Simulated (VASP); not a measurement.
# Na (I4/mmm) in VASP: single point with PBEsol

Aim: the single point of Na with PBEsol.

All numbers are computed with VASP 6.6.1; they aren't measurements. Logs are shortened: lines on timing, memory, paths and dates and some standing lists are left out, and cuts for length are marked.

### 1 The cell of the first run

It takes space group I4/mmm (No. 139, tetragonal). Conventional cell: a = 3.777 Å, b = 3.777 Å, c = 5.275 Å, α = 90.00°, β = 90.00°, γ = 90.00°. Na (site symmetry 4/mmm) has 12 Na at 3.75 to 3.78 Å within 4.9 Å.

### 2 Single point, PBEsol

INCAR reads:

```
SYSTEM = Na
PREC     = Accurate       ! precision mode
ENCUT    = 500            ! plane-wave cutoff, eV
EDIFF    = 1E-6           ! SCF threshold, eV
ISMEAR   = 0              ! smearing method
SIGMA    = 0.1            ! smearing width, eV
LREAL    = .False.        ! projectors in reciprocal space
LASPH    = .True.         ! aspherical terms in the spheres
NELM     = 120            ! most SCF steps
ALGO     = Normal         ! electronic algorithm
ISIF     = 2              ! what is computed and relaxed
LWAVE    = .False.        ! write WAVECAR
LCHARG   = .False.        ! write CHGCAR
GGA      = PS             ! functional
ISYM     = 0            
NBANDS   = 70             ! bands
GGA_COMPAT= .False.
```

KPOINTS reads:

```
Automatic mesh
0
Gamma
  2 2 2
  0.5 0.5 0.5
```

POSCAR reads:

```
Na
1.0
   -7.5531643200      0.0000000000      5.2745533600
    7.5531643200      0.0000000000      5.2745533600
    0.0000000000      7.5531643200     -5.2745533600
Na
16
Direct
    0.0000000000      0.0000000000      0.0000000000
    0.7500000000      0.0000000000      0.2500000000
    0.5000000000      0.0000000000      0.5000000000
    0.2500000000      0.0000000000      0.7500000000
    0.7500000000      0.2500000000      0.0000000000
    0.5000000000      0.2500000000      0.2500000000
    0.2500000000      0.2500000000      0.5000000000
    0.0000000000      0.2500000000      0.7500000000
    0.5000000000      0.5000000000      0.0000000000
    0.2500000000      0.5000000000      0.2500000000
    0.0000000000      0.5000000000      0.5000000000
    0.2500000000      0.7500000000      0.0000000000
    0.0000000000      0.7500000000      0.2500000000
    0.7500000000      0.5000000000      0.7500000000
    0.7500000000      0.7500000000      0.5000000000
    0.5000000000      0.7500000000      0.7500000000
```

Potentials or basis: VASP PAW PBE potentials, release 64 (Na_pv).

The run is started by

```console
> cat potpaw_PBE.64/Na_pv/POTCAR > POTCAR
> mpirun -np 1 vasp_std > vasp.out
```

OUTCAR:

```text
SYSTEM = Na
   PREC = Accurate
   ENCUT = 500
   EDIFF = 1E-6
   ISMEAR = 0
   LREAL = .False.
   LASPH = .True.
   NELM = 120
   ISIF = 2
   GGA = PS
   ISYM = 0

 ion  position               nearest neighbor table
   1  0.000  0.000  0.000-
   2  0.750  0.000  0.250-
   3  0.500  0.000  0.500-
   4  0.250  0.000  0.750-
   5  0.750  0.250  0.000-
   6  0.500  0.250  0.250-
[... 8 lines left out ...]
  15  0.750  0.750  0.500-
  16  0.500  0.750  0.750-

IMPORTANT INFORMATION: All symmetrisations will be switched off!
NOSYMM: (Re-)initialisation of all symmetry stuff for point group C_1.

----------------------------------------------------------------------------------------

                                     Primitive cell

  volume of cell :     601.8296

  direct lattice vectors                    reciprocal lattice vectors
    -7.553164320  0.000000000  5.274553360    -0.066197421  0.066197421  0.094794756
     7.553164320  0.000000000  5.274553360     0.066197421  0.066197421  0.094794756
     0.000000000  7.553164320 -5.274553360     0.000000000  0.132394842  0.000000000

  length of vectors
     9.212556887  9.212556887  9.212556887     0.133230038  0.133230038  0.132394842

  position of ions in fractional coordinates (direct lattice)
     0.000000000  0.000000000  0.000000000
     0.750000000  0.000000000  0.250000000
     0.500000000  0.000000000  0.500000000
     0.250000000  1.000000000  0.750000000
     0.750000000  0.250000000  0.000000000
     0.500000000  0.250000000  0.250000000
[... 8 lines left out ...]
     0.750000000  0.750000000  0.500000000
     0.500000000  0.750000000  0.750000000

  ion indices of the primitive-cell ions
   primitive index   ion index
                 1           1
                 2           2
                 3           3
                 4           4
                 5           5
                 6           6
[... 8 lines left out ...]
                15          15
                16          16

----------------------------------------------------------------------------------------

 KPOINTS: Automatic mesh

Automatic generation of k-mesh.
 Grid dimensions read from file:
 generate k-points for:    2    2    2
[... 42 lines left out ...]
   NELM   =    120;   NELMIN=  2; NELMDL= -5     # of ELM steps
   EDIFF  = 0.1E-05   stopping-criterion for ELM
   LREAL  =      F    real-space projection
   EDIFFG = 0.1E-04   stopping-criterion for IOM
   NSW    =      0    number of steps for IOM
   IBRION =     -1    ionic relax: 0-MD 1-quasi-New 2-CG
   NFREE  =      0    steps in history (QN), initial steepest desc. (CG)
   ISIF   =      2    stress and relaxation
   ISYM   =      0    0-nonsym 1-usesym 2-fastsym
   POTIM  = 0.5000    time-step for ionic-motion
   TEBEG  =    0.0;   TEEND  =   0.0 temperature during run
   PSTRESS=    0.0 pullay stress
   NELECT =     112.0000    total number of electrons
   NUPDOWN=      -1.0000    fix difference up-down
   EMIN   =  10.00;   EMAX   =-10.00  energy-range for DOS
   EFERMI =   0.00;   METHOD = LEGACY
   ISMEAR =     0;   SIGMA  =   0.10  broadening in eV -4-tet -1-fermi 0-gaus
   EFERMI_NEDOS =   21; number of points for ismear=-14 and -15
   IALGO  =     38    algorithm
   IMIX   =      4    mixing-type and parameters
     AMIX     =   0.40;   BMIX     =  1.00
     AMIX_MAG =   1.60;   BMIX_MAG =  1.00
  volume/ion in A,a.u.               =      37.61       253.83
  Fermi-wavevector in a.u.,A,eV,Ry     =   0.934666  1.766262 11.886050  0.873600
  Thomas-Fermi vector in A             =   2.061494
   LORBIT       =      0    0 simple, 1 ext, 2 COOP (PROOUT), +10 PAW based schemes
   GGA     = PS    functional components
   LHFCALC =     F    Hartree Fock is set to
   AEXX    =    0.0000 exact exchange contribution
   IVDW    =     0    specifies the selected vdW correction
   LEPSILON=     F    determine dielectric tensor
   LRPA    =     F    only Hartree local field effects (RPA)
 non-spin polarized calculation
 Gauss-broadening in eV      SIGMA  =   0.10
  energy-cutoff  :      500.00
  volume of cell :      601.83
 maximum number of plane-waves:     15284
 NGX is ok and might be reduce to    70
   NGX = 33   NGY = 33   NGZ = 33

 number of electron     112.0000208 magnetization

 Free energy of the ion-electron system (eV)
  ---------------------------------------------------
  ext. energy  EPLUGINS =         0.00000000
  ---------------------------------------------------
  free energy    TOTEN  =       -21.80494801 eV

  energy without entropy =      -21.69527696  energy(sigma->0) =      -21.75011249

 E-fermi :   0.1009     XC(G=0):  -6.4628

 val. band max:        0.0712999523   @ k =  -0.2500  -0.2500   0.2500
 cond. band min:       0.6410526967   @ k =   0.2500   0.2500   0.2500
 fundamental gap:      0.5697527443
 Fermi energy:         0.1008503713

 k-point     1 :       0.2500    0.2500    0.2500
  band No.  band energies     occupation
      1     -24.5576      2.00000
      2     -24.5576      2.00000
      3     -24.5576      2.00000
      4     -24.5576      2.00000
      5     -24.5572      2.00000
      6     -24.5571      2.00000
[... 273 lines left out ...]
     67       2.6523      0.00000
     68       2.6523      0.00000
 [bands above 68 left out]

------------------------ aborting loop because EDIFF is reached ----------------------------------------

  FORCE on cell =-STRESS in cart. coord.  units (eV):
  Direction    XX          YY          ZZ          XY          YZ          ZX
  --------------------------------------------------------------------------------------
  -------------------------------------------------------------------------------------
  Total       -0.4724361     -0.4720843     -0.9180355     -0.0000151      0.0002608     -0.0000209
  in kB       -1.2577088     -1.2567724     -2.4439735     -0.0000402      0.0006942     -0.0000557
  external PRESSURE =      -1.6528182 kB  Pullay stress =       0.0000000 kB

 VOLUME and BASIS-vectors are now :
 -----------------------------------------------------------------------------
  energy-cutoff  :      500.00
  volume of cell :      601.83
      direct lattice vectors                 reciprocal lattice vectors
    -7.553164320  0.000000000  5.274553360    -0.066197421  0.066197421  0.094794756
     7.553164320  0.000000000  5.274553360     0.066197421  0.066197421  0.094794756
     0.000000000  7.553164320 -5.274553360     0.000000000  0.132394842  0.000000000

 POSITION                                       TOTAL-FORCE (eV/Angst)
 -----------------------------------------------------------------------------------
      0.00000      0.00000      0.00000         0.000004     -0.000011      0.000001
     -5.66487      1.88829      2.63728        -0.000006     -0.000002      0.000020
     -3.77658      3.77658      0.00000        -0.000004      0.000008      0.000011
     -1.88829      5.66487     -2.63728         0.000003     -0.000002     -0.000012
     -3.77658      0.00000      5.27455        -0.000019      0.000001     -0.000014
     -1.88829      1.88829      2.63728         0.000029      0.000021      0.000012
[... 8 lines left out ...]
      0.00000      3.77658      5.27455        -0.000008     -0.000001     -0.000010
      1.88829      5.66487      2.63728        -0.000008     -0.000020     -0.000019
 -----------------------------------------------------------------------------------
    total drift:                                0.000027     -0.000027     -0.000078

  FREE ENERGIE OF THE ION-ELECTRON SYSTEM (eV)
  ---------------------------------------------------
  free  energy   TOTEN  =       -21.8049480129 eV

  energy  without entropy=      -21.6952769633  energy(sigma->0) =      -21.75011249
```

OSZICAR:

```text
N       E                     dE             d eps       ncg     rms          rms(c)
DAV:   1     0.100104675821E+04    0.10010E+04   -0.57581E+04   656   0.151E+03
DAV:   2     0.481626262173E+02   -0.95288E+03   -0.93817E+03   560   0.435E+02
DAV:   3    -0.196700728510E+02   -0.67833E+02   -0.64858E+02   628   0.145E+02
DAV:   4    -0.217873782114E+02   -0.21173E+01   -0.20879E+01   596   0.219E+01
DAV:   5    -0.218375569900E+02   -0.50179E-01   -0.50164E-01   620   0.371E+00    0.928E-01
DAV:   6    -0.218134526729E+02    0.24104E-01   -0.50296E-02   624   0.170E+00    0.573E-01
DAV:   7    -0.218057760640E+02    0.76766E-02   -0.43397E-02   660   0.146E+00    0.187E-01
DAV:   8    -0.218049453101E+02    0.83075E-03   -0.40542E-03   590   0.637E-01    0.170E-02
DAV:   9    -0.218049429525E+02    0.23576E-05   -0.78758E-05   612   0.839E-02    0.653E-03
DAV:  10    -0.218049474468E+02   -0.44942E-05   -0.78876E-06   598   0.305E-02    0.242E-03
DAV:  11    -0.218049480129E+02   -0.56617E-06   -0.86220E-07   298   0.152E-02
   1 F= -.21804948E+02 E0= -.21750112E+02  d E =-.109671E+00
```

stdout:

```text
POSCAR found type information on POSCAR Na
 POSCAR found :  1 types and      16 ions
 scaLAPACK will be used
 -----------------------------------------------------------------------------
|                                                                             |
|                                                                             |
|     You enforced a specific xc type in the INCAR file but a different       |
|     I HOPE YOU KNOW WHAT YOU ARE DOING!                                     |
|                                                                             |
 -----------------------------------------------------------------------------

 LDA part: xc-table for (Slater+PW92), standard interpolation
 POSCAR, INCAR and KPOINTS ok, starting setup
 FFT: planning ... GRIDC
 FFT: planning ... GRID_SOFT
 FFT: planning ... GRID
 WAVECAR not read
 entering main loop
```

Run time: 2 min. Hardware: 1 thread of Intel Xeon Platinum 8375C at 2.90GHz (Ice Lake), shared host; peak memory 0.7 GiB.

Results:

* Free energy: -21.8049 eV
* Pressure: -0.2 GPa
* Band gap on the k mesh: zero (bands 56 and 57 overlap by 0.64 eV)

Stress tensor (GPa, compression positive):
```
-0.13  0.00  0.00
 0.00 -0.13  0.00
 0.00  0.00 -0.24
```

Caveat: the k points lie up to 0.42 Å⁻¹ apart, too coarse for converged energies and pressures of a metal; the PAW data sets were made with another functional, which shifts forces and pressure a little.

The gap in the log of VASP goes by the Fermi energy; the results here count the filled bands.